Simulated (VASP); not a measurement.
The system is BaTe.

```
Ba Te
1.0
     0.00000    3.87462    3.87462
     3.87462    0.00000    3.87462
     3.87462    3.87462    0.00000
Ba Te
1 1
Direct
  0.00000 0.00000 0.00000
  0.25000 0.25000 0.25000
```

Base run:

- Program: VASP 6.6.1
- Functional: PBE
- Potentials or basis: VASP PAW PBE potentials, release 64 (Ba_sv, Te)
- Cutoff: 520 eV
- k mesh: 6 × 6 × 6
- Occupations: gaussian, width 0.01 eV
- Spin: no spin polarisation

Its results: band gap on the k mesh 2.62 eV (least direct gap 2.91 eV); pressure 0.8 GPa.

**Question.** The run is repeated on the same cell with these changes: functional from PBE to r2SCAN. What comes out?

**Answer.** Band gap on the k mesh 2.99 eV (least direct gap 3.18 eV); pressure 0.8 GPa.

Caveats: the structure was generated, so it needn't be the stable form of BaTe; spin-orbit coupling is left out, which moves the levels of the heavy elements; the PAW data sets were made with another functional, which shifts forces and pressure a little (at least some runs).

A k mesh can miss the band edges.
